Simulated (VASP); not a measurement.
A run of VASP 6.6.1 is set up as follows.

File POSCAR:

```
WC
1.0
    2.9125460300      0.0000000000      0.0000000000
   -1.4562730150      2.5223388517      0.0000000000
    0.0000000000      0.0000000000      2.8354994446
W C
1 1
Direct
    0.0000000000      0.0000000000      0.0000000000
    0.6666666667      0.3333333333      0.5000000000
```

Contents of INCAR.step1:

```
SYSTEM = WC
PREC = Accurate
ENCUT = 520
ISMEAR = -1
SIGMA = 0.1
LREAL = .FALSE.
LASPH = .TRUE.
NELM = 100
NBANDS = 16
GGA = PE
ALGO = Normal
EDIFF = 1E-4
LWAVE = .TRUE.
LCHARG = .FALSE.
```

INCAR.step2

```
SYSTEM = WC
PREC = Accurate
ENCUT = 520
EDIFF = 1E-7
ISMEAR = -1
SIGMA = 0.1
LREAL = .FALSE.
LASPH = .TRUE.
NELM = 100
ALGO = Normal
ISIF = 2
LWAVE = .FALSE.
LCHARG = .FALSE.
METAGGA = R2SCAN
LMIXTAU = .TRUE.
NBANDS = 16
ISTART = 1
```

Contents of KPOINTS:

```
regular mesh
0
G
  18 18 16
  0 0 0
```

Potentials or basis: VASP PAW PBE potentials, release 64 (W_sv, C).

Run with:

```console
$ cat potpaw_PBE.64/W_sv/POTCAR potpaw_PBE.64/C/POTCAR > POTCAR
$ cp INCAR.step1 INCAR
$ mpirun -np 1 vasp_std > vasp.out
$ cp INCAR.step2 INCAR
$ mpirun -np 1 vasp_std > vasp.out
```

Task: What does it give for the pressure?

Result: 1.9 GPa.

Task: Predict the band gap on the k mesh.

Result: Zero (band 9 reaches 11.67 eV, above the bottom of band 10 at 10.34 eV).

Stress tensor (GPa, compression positive):
```
1.81 0.00 0.00
0.00 1.81 0.00
0.00 0.00 2.16
```

Caveat: the PAW data sets were made with another functional, which shifts forces and pressure a little; spin-orbit coupling is left out, which moves the levels of the heavy elements.
